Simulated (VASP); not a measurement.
ScBe4Al2B3:

```
Sc Be Al B
1.0
     4.36101    0.00000    0.00000
    -2.18050    3.77674    0.00000
     0.00000    0.00000    7.24144
Sc Be Al B
1 4 2 3
Cartesian
  2.1805 1.2589 0.0000
  0.0000 2.5178 5.4733
  0.0000 2.5178 1.7682
  0.0000 2.5178 0.0000
  0.0000 0.0000 3.6207
  0.0000 0.0000 0.0000
  0.0000 2.5178 3.6207
  0.0000 0.0000 1.7806
  0.0000 0.0000 5.4608
  2.1805 1.2589 3.6207
```

The cell was generated, and may not be a known phase.

| Property | Result |
| --- | --- |
| Program | VASP 6.6.1 |
| Task | relaxation of cell and atoms |
| Functional | PBE |
| Potentials or basis | VASP PAW PBE potentials, release 64 (Sc_sv, Be, Al, B) |
| Cutoff | 600 eV |
| k mesh | 6 × 6 × 4 |
| Occupations | gaussian, width 0.1 eV |
| Spin | no spin polarisation |

At the start: pressure 21.0 GPa; volume 11.93 Å³/atom.

Task: Where does the relaxation end?

Result: Over 11 steps the energy falls by 435.9 meV/atom and the volume is 12.80 Å³/atom (+7.3 %); space group P-6m2 (No. 187, to 0.1 Å) before and after.

Step by step:
| step | energy change (eV) | largest force (eV/Å) | pressure (GPa) | volume (Å³) |
| --- | --- | --- | --- | --- |
| 1 | 0.0000 | 5.1971 | 21.04 | 119.27 |
| 2 | -3.7819 | 0.6533 | -7.34 | 145.85 |
| 3 | -3.9810 | 0.3881 | -2.72 | 136.40 |
| 4 | -3.9937 | 0.5220 | -4.16 | 138.86 |
| 5 | -3.9957 | 0.5001 | -3.91 | 138.37 |
| 6 | -4.2468 | 0.2264 | -2.13 | 132.67 |
| 7 | -4.3404 | 0.2496 | 0.57 | 127.39 |
| 8 | -4.3524 | 0.1695 | 0.13 | 127.98 |
| 9 | -4.3562 | 0.0948 | -0.29 | 128.62 |
| 10 | -4.3587 | 0.0418 | -0.06 | 128.18 |
| 11 | -4.3590 | 0.0339 | 0.05 | 127.98 |

Final structure:
```xyz
10
Lattice="4.1137 0.0000 0.0000 -2.0568 3.5625 0.0000 0.0000 0.0000 8.7328" Properties=species:S:1:pos:R:3 pbc="T T T"
Sc    2.0568    1.1875    0.0000
Be    0.0000    2.3750    6.7403
Be    0.0000    2.3750    1.9925
Be    0.0000    2.3750    0.0000
Be    4.1137    0.0000    4.3664
Al    0.0000    0.0000    0.0000
Al    0.0000    2.3750    4.3664
B     0.0000    0.0000    2.3219
B     2.0568    3.5625    6.4110
B     2.0568    1.1875    4.3664
```

Caveat: a cell axis changed by over 15 % at a fixed basis, so the end point is rough.
